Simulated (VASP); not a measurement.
# CaHN (I4mm) in VASP: a series of runs, part 2 of 2

VASP 6.6.1.

### 4 Single point, LDA

This run uses another cell than the first one, of 12.25 Å³/atom, 1.083 times its volume.

The input, INCAR:

```
ALGO = Normal
EDIFF = 1E-6
ENCUT = 520
ISIF = 2
ISMEAR = 0
LASPH = T
LCHARG = T
LELF = T
LREAL = F
LVHAR = T
LWAVE = F
NBANDS = 15
NELM = 100
PREC = Accurate
SIGMA = 0.01
```

The input, KPOINTS:

```
k-points
0
Gamma
  8 8 8
```

The input, POSCAR:

```
CaHN
1.0
   -1.7872537147      1.7872537147      2.8763899422
    1.7872537147     -1.7872537147      2.8763899422
    1.7872537147      1.7872537147     -2.8763899422
Ca H N
1 1 1
Direct
    0.0517200000      0.0517200000      0.0000000000
    0.6399400000      0.6399400000      0.0000000000
    0.4583500000      0.4583500000      0.0000000000
```

Started as:

```bash
$ cat potpaw_LDA.64/Ca_sv/POTCAR potpaw_LDA.64/H/POTCAR potpaw_LDA.64/N/POTCAR > POTCAR
$ mpirun -np 1 vasp_std > vasp.out
```

Wall time 34 s (1 thread of Intel Xeon Platinum 8375C at 2.90GHz (Ice Lake), shared host); peak memory 0.17 GiB.

It converged, with:

```
Free energy            : -17.3233 eV
Pressure               : -7.3 GPa
Largest force          : 0.211 eV/Å
Band gap on the k mesh : 1.89 eV, direct
```

Forces on the atoms (eV/Å):
```
Ca   0.000  0.000  0.211
H    0.000  0.000 -0.069
N    0.000  0.000 -0.142
```

Stress tensor (GPa, compression positive):
```
-7.07  0.00  0.00
 0.00 -7.07  0.00
 0.00  0.00 -7.75
```

Levels at points of the mesh, in eV from the valence-band top:
```csv
k point,band 5,band 6,band 7,band 8,band 9,band 10,band 11,band 12
"(0.00, 0.00, 0.00)",-13.89,-3.53,0.00,0.00,1.89,4.17,5.21,5.21
"(0.50, 0.00, 0.00)",-13.10,-4.75,-2.00,-0.82,4.00,5.46,6.37,6.66
"(0.50, 0.50, 0.00)",-13.47,-3.76,-1.57,-1.04,3.10,4.13,6.61,6.71
"(0.50, 0.50, 0.50)",-13.47,-4.79,-0.17,-0.17,2.65,4.38,6.72,6.99
```

### 5 Single point, LDA

This run uses another cell than the first one, of 12.72 Å³/atom, 1.125 times its volume.

The input, INCAR:

```
  PREC = Accurate
  ENCUT = 520
  EDIFF = 1E-7
  ISMEAR = 0
  SIGMA = 0.01
  LREAL = F
  LASPH = T
  NELM = 100
  ALGO = Normal
  ISIF = 2
  LWAVE = F
  LCHARG = T
  GGA = CA
  LELF = T
  LVHAR = T
  NBANDS = 15
```

The input, KPOINTS:

```
regular mesh
0
Gamma
  8 8 8
```

The input, POSCAR:

```
CaHN
1.0
   -1.8098795814      1.8098795814      2.9128038071
    1.8098795814     -1.8098795814      2.9128038071
    1.8098795814      1.8098795814     -2.9128038071
Ca H N
1 1 1
Direct
    0.0517200000      0.0517200000      0.0000000000
    0.6399400000      0.6399400000      0.0000000000
    0.4583500000      0.4583500000      0.0000000000
```

Started as:

```bash
$ cat potpaw_LDA.64/Ca_sv/POTCAR potpaw_LDA.64/H/POTCAR potpaw_LDA.64/N/POTCAR > POTCAR
$ mpirun -np 1 vasp_std > vasp.out
```

Run time: 48 s. Hardware: 1 thread of Intel Xeon Platinum 8375C at 2.90GHz (Ice Lake), shared host; peak memory 0.17 GiB.

Results (log left out):

```yaml
Free_energy: -17.2493 eV
Pressure: -9.7 GPa
Largest_force: 0.490 eV/Å
Band_gap_on_the_k_mesh: 1.71 eV, direct
```

Forces in eV/Å, atoms in the order of the input:
```
Ca   0.000  0.000  0.270
H    0.000  0.000 -0.490
N    0.000  0.000  0.220
```

Stress tensor (GPa, compression positive):
```
 -8.93   0.00   0.00
  0.00  -8.93   0.00
  0.00   0.00 -11.30
```

Levels at points of the mesh, in eV from the valence-band top:
```csv
k point,band 4,band 5,band 6,band 7,band 8,band 9,band 10,band 11,band 12,band 13
"(0.00, 0.00, 0.00)",-19.99,-13.75,-3.50,0.00,0.00,1.71,4.10,5.09,5.09,5.09
"(0.50, 0.00, 0.00)",-20.00,-13.04,-4.67,-1.94,-0.78,3.87,5.31,6.20,6.46,7.56
"(0.50, 0.50, 0.00)",-20.14,-13.34,-3.75,-1.56,-1.01,3.05,3.97,6.43,6.51,7.33
"(0.50, 0.50, 0.50)",-20.05,-13.35,-4.76,-0.18,-0.18,2.65,4.24,6.54,6.66,6.86
```

### 6 Single point, LDA

This run uses another cell than the first one, of 13.19 Å³/atom, 1.167 times its volume.

The input, INCAR:

```
PREC     = Accurate       # precision mode
ENCUT    = 520            # plane-wave cutoff, eV
EDIFF    = 1E-6           # SCF threshold, eV
ISMEAR   = 0              # smearing method
SIGMA    = 0.01           # smearing width, eV
LREAL    = F              # projectors in reciprocal space
LASPH    = T              # aspherical terms in the spheres
NELM     = 80             # most SCF steps
ALGO     = Normal         # electronic algorithm
ISIF     = 2              # what is computed and relaxed
LWAVE    = F              # write WAVECAR
LCHARG   = T              # write CHGCAR
LELF     = T              # ELF
LVHAR    = T            
NBANDS   = 15             # bands
```

KPOINTS is that of step 5.

The input, POSCAR:

```
CaHN
1.0
   -1.8319534591      1.8319534591      2.9483293060
    1.8319534591     -1.8319534591      2.9483293060
    1.8319534591      1.8319534591     -2.9483293060
Ca H N
1 1 1
Direct
    0.0517200000      0.0517200000      0.0000000000
    0.6399400000      0.6399400000      0.0000000000
    0.4583500000      0.4583500000      0.0000000000
```

Potentials or basis: VASP PAW LDA potentials, release 64 (Ca_sv, H, N).

Started as:

```bash
$ cat potpaw_LDA.64/Ca_sv/POTCAR potpaw_LDA.64/H/POTCAR potpaw_LDA.64/N/POTCAR > POTCAR
$ mpirun -np 1 vasp_std > vasp.out
```

Wall time 57 s (1 thread of Intel Xeon Platinum 8375C at 2.90GHz (Ice Lake), shared host); peak memory 0.17 GiB.

The run converged. Its results:

```yaml
Free_energy: -17.1557 eV
Pressure: -11.7 GPa
Largest_force: 0.864 eV/Å
Band_gap_on_the_k_mesh: 1.54 eV, direct
```

Forces in eV/Å, atoms in the order of the input:
```
Ca   0.000  0.000  0.320
H    0.000  0.000 -0.864
N    0.000  0.000  0.544
```

Stress tensor (GPa, compression positive):
```
-10.46   0.00   0.00
  0.00 -10.46   0.00
  0.00   0.00 -14.26
```

Levels at points of the mesh, in eV from the valence-band top:
```tsv
k point	band 6	band 7	band 8	band 9	band 10	band 11
(0.00, 0.00, 0.00)	-3.47	0.00	0.00	1.54	4.03	4.95
(0.50, 0.00, 0.00)	-4.60	-1.89	-0.74	3.75	5.16	6.03
(0.50, 0.50, 0.00)	-3.74	-1.55	-0.98	3.01	3.82	6.25
(0.50, 0.50, 0.50)	-4.73	-0.19	-0.19	2.65	4.11	6.36
```

A hybrid or GW would open this gap; LDA tends to underestimate it.

### 7 The runs side by side

```tsv
cell	gap on the mesh (eV)	pressure (GPa)	largest force (eV/Å)
a = 3.728 Å, angles 124.4, 124.4, 82.6°, 3 atoms	2.31	-0.6	0.99
a = 3.779 Å, angles 124.4, 124.4, 82.6°, 3 atoms	2.09	-4.3	0.54
a = 3.829 Å, angles 124.4, 124.4, 82.6°, 3 atoms	1.89	-7.3	0.21
a = 3.878 Å, angles 124.4, 124.4, 82.6°, 3 atoms	1.71	-9.7	0.49
a = 3.925 Å, angles 124.4, 124.4, 82.6°, 3 atoms	1.54	-11.7	0.86
```

Alike in all rows: task single point; level LDA; potentials or basis VASP PAW LDA potentials, release 64 (Ca_sv, H, N); no spin polarisation; k mesh 8 × 8 × 8; cutoff (eV) 520; smearing gaussian 0.01 eV.

Absolute energies hang on the potentials; compare differences alone.
